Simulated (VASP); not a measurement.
Write the native input for VASP 6.6.1 that does the following.

| Quantity | Value |
| --- | --- |
| Task | relaxation of cell and atoms |
| Functional | PBEsol |
| Potentials or basis | VASP PAW PBE potentials, release 64 (Ni, O) |
| Cutoff | 600 eV |
| k mesh | 18 × 18 × 18 |
| Occupations | gaussian, width 0.1 eV |
| Spin | collinear spin, ferromagnetic start |
| Starting moments | [0.89, 0.15] μB |
| Dipole correction | no |
| Further INCAR settings | ALGO = Normal; EDIFF = 1e-06; IBRION = 2; EDIFFG = -0.005; NSW = 100; ISIF = 3 |

The structure of NiO lies in POSCAR:

```
NiO
1.0
    0.0000000000      2.0532342063      2.0532342063
    2.0532342063      0.0000000000      2.0532342063
    2.0532342063      2.0532342063      0.0000000000
Ni O
1 1
Direct
    0.0000000000      0.0000000000      0.0000000000
    0.5000000000      0.5000000000      0.5000000000
```

The input as run:

INCAR

```
SYSTEM = NiO
PREC = Accurate
ENCUT = 600
EDIFF = 1E-6
ISMEAR = 0
SIGMA = 0.1
LREAL = .FALSE.
LASPH = .TRUE.
NELM = 150
ALGO = Normal
ISIF = 3
LWAVE = .FALSE.
LCHARG = .FALSE.
ISPIN = 2
MAGMOM = 0.89 0.15
LORBIT = 11
LMAXMIX = 4
GGA = PS
IBRION = 2
NSW = 100
EDIFFG = -0.005
```

KPOINTS

```
regular mesh
0
G
  18 18 18
  0 0 0
```

Potentials or basis: VASP PAW PBE potentials, release 64 (Ni, O).

Command:

```sh
$ cat potpaw_PBE.64/Ni/POTCAR potpaw_PBE.64/O/POTCAR > POTCAR
$ mpirun -np 1 vasp_std > vasp.out
```

It gave:

| Quantity | Value |
| --- | --- |
| Relaxed volume | 8.63 Å³/atom |
| Relaxed cell | a = 2.901 Å, b = 2.901 Å, c = 2.901 Å, α = 60.00°, β = 60.00°, γ = 60.00° |
| Space group after relaxing (to 0.05 Å) | Fm-3m (No. 225) |
| Energy gained by relaxing | 0.0 meV/atom |
| Ionic steps | 3 |
| Pressure after relaxing | -0.1 GPa |
| Net moment | 0.86 μB per cell |
| Site moments | Ni +0.73; O +0.11 μB |
| Valence electrons inside the program's atomic spheres | Ni 9.15; O 4.94 |

Caveat: the PAW data sets were made with another functional, which shifts forces and pressure a little; a cell with one magnetic atom can't hold antiferromagnetic order, which such compounds often take.

It took 2.6 min on 1 thread of Intel(R) Xeon(R) Platinum 8488C (Sapphire Rapids) (shared host), peak memory 0.22 GiB.
